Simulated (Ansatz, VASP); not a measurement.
# C in VASP and in Ansatz

INCAR

```
SYSTEM = C
PREC     = Accurate       ! precision mode
ENCUT    = 520            ! plane-wave cutoff, eV
EDIFF    = 1E-6           ! SCF threshold, eV
ISMEAR   = 0              ! smearing method
SIGMA    = 0.01           ! smearing width, eV
LREAL    = .FALSE.        ! projectors in reciprocal space
LASPH    = .TRUE.         ! aspherical terms in the spheres
NELM     = 80             ! most SCF steps
ALGO     = Normal         ! electronic algorithm
ISIF     = 2              ! what is computed and relaxed
LWAVE    = .FALSE.        ! write WAVECAR
LCHARG   = .FALSE.        ! write CHGCAR
GGA      = PE             ! functional
NBANDS   = 11             ! bands
```

KPOINTS

```
regular mesh
0
G
  10 10 10
  0 0 0
```

File POSCAR:

```
C
1.0
    0.0000000000      1.8034525023      1.8034525023
    1.8034525023      0.0000000000      1.8034525023
    1.8034525023      1.8034525023      0.0000000000
C
2
Direct
    0.0000000000      0.0000000000      0.0000000000
    0.2500000000      0.2500000000      0.2500000000
```

Input for Ansatz:

```yaml
crystal:
  lattice:
    - [0.0, 1.8034525023, 1.8034525023]
    - [1.8034525023, 0.0, 1.8034525023]
    - [1.8034525023, 1.8034525023, 0.0]
  atoms:
    - { symbol: C, position: [0.0, 0.0, 0.0] }
    - { symbol: C, position: [0.25, 0.25, 0.25] }
kpoints:
  mp_grid: { grid: [10, 10, 10] }
hamiltonian:
  xc: pbe
scf:
  occupations: { method: fixed }
  n_extra_bands: 4
output:
  forces: true
  stress: true
  eigenvalues: true
```

Alike in both runs: task single point; functional PBE; k mesh 10 × 10 × 10; no spin polarisation.

```csv
,VASP,Ansatz
version,VASP 6.6.1,Ansatz 0.2.0
potentials or method,"VASP PAW PBE potentials, release 64 (C)","plane waves, PAW"
plane-wave cutoff (eV),520,420
occupations,"gaussian, width 0.01 eV",fixed
valence electrons in the cell,8,8
```

|  | VASP | Ansatz | Ansatz less VASP |
| --- | --- | --- | --- |
| gap on the k mesh at the Fermi level (eV) | 4.10 | 4.11 | +0.012 |
| pressure (GPa) | -11.5 | -12.1 | -0.54 |
